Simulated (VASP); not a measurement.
ZnCd7S8:

```
Zn Cd S
1.0
     0.00000    0.00000   -6.67018
     4.10884    7.11671    0.00000
     4.10884   -7.11671    0.00000
Zn Cd S
1 7 8
Direct
  0.00000 0.16667 0.33333
  0.00000 0.16667 0.83333
  0.00000 0.66667 0.33333
  0.00000 0.66667 0.83333
  0.50000 0.33333 0.66667
  0.50000 0.33333 0.16667
  0.50000 0.83333 0.66667
  0.50000 0.83333 0.16667
  0.62500 0.16667 0.33333
  0.62500 0.16667 0.83333
  0.62500 0.66667 0.33333
  0.62500 0.66667 0.83333
  0.12500 0.33333 0.66667
  0.12500 0.33333 0.16667
  0.12500 0.83333 0.66667
  0.12500 0.83333 0.16667
```

```yaml
Program: VASP 6.6.1
Task: relaxation of cell and atoms
Functional: PBEsol
Potentials_or_basis: VASP PAW PBE potentials, release 64 (Zn, Cd, S)
Cutoff: 500 eV
k_mesh: 4 × 3 × 3
Occupations: gaussian, width 0.1 eV
Spin: no spin polarisation
```

At the start: pressure -0.3 GPa; volume 24.38 Å³/atom.

Task: How do energy, volume and symmetry change on relaxing?

Result: Over 8 steps the energy falls by 21.6 meV/atom and the volume is 24.13 Å³/atom (-1.0 %); space group P3m1 (No. 156, to 0.1 Å) before and after.

The path:
```tsv
step	energy change (eV)	largest force (eV/Å)	pressure (GPa)	volume (Å³)
1	0.0000	1.0377	-0.28	390.09
2	-0.1816	0.7514	-0.10	387.72
3	-0.2958	0.3499	0.37	383.90
4	-0.3287	0.1795	-0.22	387.06
5	-0.3292	0.1958	-0.16	386.70
6	-0.3412	0.0876	0.03	385.34
7	-0.3433	0.0706	0.17	384.46
8	-0.3450	0.0476	-0.12	386.15
```

Final structure:
```
Zn Cd S
1.0
     0.00000    0.00000   -6.66522
     4.08952    7.08326    0.00000
     4.08952   -7.08326    0.00000
Zn Cd S
1 7 8
Direct
  0.99955 0.16667 0.33333
  0.00276 0.16957 0.83479
  0.00276 0.66521 0.33043
  0.00276 0.66521 0.83479
  0.49860 0.33006 0.66012
  0.49860 0.33006 0.16994
  0.50137 0.83333 0.66667
  0.49860 0.83988 0.16994
  0.64852 0.16667 0.33333
  0.62258 0.16876 0.83438
  0.62258 0.66562 0.33124
  0.62258 0.66562 0.83438
  0.11831 0.32376 0.64752
  0.11831 0.32376 0.17624
  0.12383 0.83333 0.66667
  0.11831 0.85248 0.17624
```

Caveat: the PAW data sets were made with another functional, which shifts forces and pressure a little; the relaxation stopped at a loose force limit of 0.05 eV/Å, so its end isn't a converged minimum.
